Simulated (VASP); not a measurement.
# K (P4/mmm) in VASP: notebook, part 2 of 2

VASP 6.6.1. Earlier steps stand in the parts before.

**3. Single point, r2SCAN**

This run uses another cell than the first one.

The input, POSCAR:

```
K
1.0
   10.4155928667      0.0000000000      0.0000000000
    0.0000000000     10.4155928667      0.0000000000
    0.0000000000      0.0000000000      4.3245980000
K
1
Direct
    0.0000000000      0.0000000000      0.0000000000
```

The input, INCAR.step1:

```
ALGO     = Normal         # electronic algorithm
EDIFF    = 1E-4           # SCF threshold, eV
ENCUT    = 520            # plane-wave cutoff, eV
GGA      = PE             # functional
ISMEAR   = -1             # smearing method
LASPH    = True           # aspherical terms in the spheres
LCHARG   = False          # write CHGCAR
LREAL    = False          # projectors in reciprocal space
LWAVE    = True           # write WAVECAR
NBANDS   = 10             # bands
NELM     = 60             # most SCF steps
PREC     = Accurate       # precision mode
SIGMA    = 0.1            # smearing width, eV
```

The input, INCAR.step2:

```
ALGO     = Normal         # electronic algorithm
EDIFF    = 1E-6           # SCF threshold, eV
ENCUT    = 520            # plane-wave cutoff, eV
ISIF     = 2              # what is computed and relaxed
ISMEAR   = -1             # smearing method
ISTART   = 1            
LASPH    = True           # aspherical terms in the spheres
LCHARG   = False          # write CHGCAR
LMIXTAU  = True         
LREAL    = False          # projectors in reciprocal space
LWAVE    = False          # write WAVECAR
METAGGA  = R2SCAN         # meta-GGA
NBANDS   = 10             # bands
NELM     = 60             # most SCF steps
PREC     = Accurate       # precision mode
SIGMA    = 0.1            # smearing width, eV
```

The input, KPOINTS:

```
k-points
0
Gamma
  4 4 8
```

Potentials or basis: VASP PAW PBE potentials, release 64 (K_sv).

Run with:

```sh
cat potpaw_PBE.64/K_sv/POTCAR > POTCAR
cp INCAR.step1 INCAR
mpirun -np 1 vasp_std > vasp.out
cp INCAR.step2 INCAR
mpirun -np 1 vasp_std > vasp.out
```

OUTCAR:

```text
EDIFF = 1E-6
   ENCUT = 520
   ISIF = 2
   ISMEAR = -1
   ISTART = 1
   LASPH = True
   LREAL = False
   METAGGA = R2SCAN
   NELM = 60
   PREC = Accurate

 ion  position               nearest neighbor table
   1  0.000  0.000  0.000-

  LATTYP: Found a simple tetragonal cell.
 ALAT       =    10.4155928667
 C/A-ratio  =     0.4152042092

  Lattice vectors:

 A1 = (  10.4155928667,   0.0000000000,   0.0000000000)
 A2 = (   0.0000000000,  10.4155928667,   0.0000000000)
 A3 = (   0.0000000000,   0.0000000000,   4.3245980000)

Analysis of symmetry for initial positions (statically):
=====================================================================
 Subroutine PRICEL returns:
 Original cell was already a primitive cell.

 Routine SETGRP: Setting up the symmetry group for a
 simple tetragonal supercell.

 Subroutine GETGRP returns: Found 16 space group operations
 (whereof 16 operations were pure point group operations)
 out of a pool of 16 trial point group operations.
[... 164 lines left out ...]
 cond. band min:      -1.9666901227   @ k =   0.5000   0.2500   0.2500
 fundamental gap:      0.0157508868
 Fermi energy:        -1.9797840853

 k-point     1 :       0.0000    0.0000    0.0000
  band No.  band energies     occupation
      1     -36.1616      2.00000
      2     -18.8737      2.00000
      3     -18.8737      2.00000
      4     -18.7875      2.00000
      5      -2.6497      1.99754
      6      -0.6160      0.00000
      7      -0.6160      0.00000
      8       0.1663      0.00000
      9       0.3932      0.00000
     10       0.9578      0.00000
[... 287 lines left out ...]
 k-point    24 :       0.5000    0.5000    0.3750
  band No.  band energies     occupation
      1     -36.1581      2.00000
      2     -18.8665      2.00000
      3     -18.8665      2.00000
      4     -18.8579      2.00000
      5      -1.2130      0.00093
      6       0.1224      0.00000
      7       0.1224      0.00000
      8       0.8711      0.00000
      9       1.4343      0.00000
     10       1.8289      0.00000

 [... further k-points ...]

------------------------ aborting loop because EDIFF is reached ----------------------------------------

  FORCE on cell =-STRESS in cart. coord.  units (eV):
  Direction    XX          YY          ZZ          XY          YZ          ZX
  --------------------------------------------------------------------------------------
  -------------------------------------------------------------------------------------
  Total       -0.0194727     -0.0194727      0.0465774      0.0000000     -0.0000000      0.0000000
  in kB       -0.0665003     -0.0665003      0.1590641      0.0000000     -0.0000000      0.0000000
  external PRESSURE =       0.0086878 kB  Pullay stress =       0.0000000 kB

 VOLUME and BASIS-vectors are now :
 -----------------------------------------------------------------------------
  energy-cutoff  :      520.00
  volume of cell :      469.15
      direct lattice vectors                 reciprocal lattice vectors
    10.415592867  0.000000000  0.000000000     0.096009897  0.000000000  0.000000000
     0.000000000 10.415592867  0.000000000     0.000000000  0.096009897  0.000000000
     0.000000000  0.000000000  4.324598000     0.000000000  0.000000000  0.231235366

 POSITION                                       TOTAL-FORCE (eV/Angst)
 -----------------------------------------------------------------------------------
      0.00000      0.00000      0.00000         0.000000      0.000000      0.000000
 -----------------------------------------------------------------------------------
    total drift:                               -0.000000      0.000000      0.000000

  FREE ENERGIE OF THE ION-ELECTRON SYSTEM (eV)
  ---------------------------------------------------
  free  energy   TOTEN  =        -5.4608593619 eV

  energy  without entropy=       -5.4233327179  energy(sigma->0) =       -5.44209604
```

OUTCAR.step1:

```text
EDIFF = 1E-4
   ENCUT = 520
   GGA = PE
   ISMEAR = -1
   LASPH = True
[... 528 lines left out ...]

 POSITION                                       TOTAL-FORCE (eV/Angst)
 -----------------------------------------------------------------------------------
      0.00000      0.00000      0.00000         0.000000      0.000000      0.000000
 -----------------------------------------------------------------------------------
    total drift:                                0.000000      0.000000      0.000000

  FREE ENERGIE OF THE ION-ELECTRON SYSTEM (eV)
  ---------------------------------------------------
  free  energy   TOTEN  =        -0.5727514408 eV

  energy  without entropy=       -0.5341416645  energy(sigma->0) =       -0.55344655
```

OSZICAR.step1:

```text
N       E                     dE             d eps       ncg     rms          rms(c)
DAV:   1     0.565404370460E+02    0.56540E+02   -0.24580E+03   720   0.513E+02
DAV:   2     0.404729917409E+01   -0.52493E+02   -0.50218E+02   698   0.130E+02
DAV:   3    -0.160648067225E+00   -0.42079E+01   -0.41981E+01   772   0.379E+01
DAV:   4    -0.565443786790E+00   -0.40480E+00   -0.40179E+00  1058   0.864E+00
DAV:   5    -0.568371848137E+00   -0.29281E-02   -0.29259E-02   832   0.834E-01    0.731E-01
DAV:   6    -0.571228313133E+00   -0.28565E-02   -0.22989E-03   738   0.258E-01    0.477E-01
DAV:   7    -0.572613039710E+00   -0.13847E-02   -0.58488E-03   790   0.428E-01    0.880E-02
DAV:   8    -0.572302993051E+00    0.31005E-03   -0.85579E-04   898   0.124E-01    0.367E-02
DAV:   9    -0.571763596825E+00    0.53940E-03   -0.78641E-04   800   0.985E-02    0.241E-02
DAV:  10    -0.572218538023E+00   -0.45494E-03   -0.18274E-04   654   0.659E-02    0.151E-02
DAV:  11    -0.572502085882E+00   -0.28355E-03   -0.22629E-04   624   0.528E-02    0.675E-03
DAV:  12    -0.572629578640E+00   -0.12749E-03   -0.58078E-05   676   0.290E-02    0.555E-03
DAV:  13    -0.572744868114E+00   -0.11529E-03   -0.60681E-05   606   0.242E-02    0.232E-03
DAV:  14    -0.572751440806E+00   -0.65727E-05   -0.95757E-06   634   0.107E-02
   1 F= -.57275144E+00 E0= -.55344655E+00  d E =-.386098E-01
```

Run time: 12 min. Hardware: 1 thread of Intel Xeon Platinum 8488C (Sapphire Rapids), shared host; peak memory 0.58 GiB.

What came out:

```yaml
Free_energy: -5.4609 eV
Pressure: 0.0 GPa
Band_gap_on_the_k_mesh: zero (an odd number of electrons rules out a gap without spin polarisation)
```

Levels at points of the mesh, in eV from the Fermi level:
```
           k point  band 2  band 3  band 4  band 5  band 6  band 7  band 8  band 9
(0.00, 0.00, 0.00)  -16.89  -16.89  -16.81   -0.67    1.36    1.36    2.15    2.37
(0.50, 0.00, 0.00)  -16.89  -16.89  -16.81   -0.64    1.05    1.40    2.35    2.69
(0.50, 0.50, 0.00)  -16.89  -16.89  -16.81   -0.61    1.11    1.11    2.23    3.01
(0.00, 0.00, 0.50)  -16.89  -16.89  -16.89    1.42    2.00    2.58    2.58    3.75
(0.50, 0.00, 0.50)  -16.89  -16.89  -16.89    1.44    2.05    2.49    2.59    3.36
(0.50, 0.50, 0.50)  -16.89  -16.89  -16.89    1.46    2.11    2.50    2.50    3.44
```

Caveat: the PAW data sets were made with another functional, which shifts forces and pressure a little.
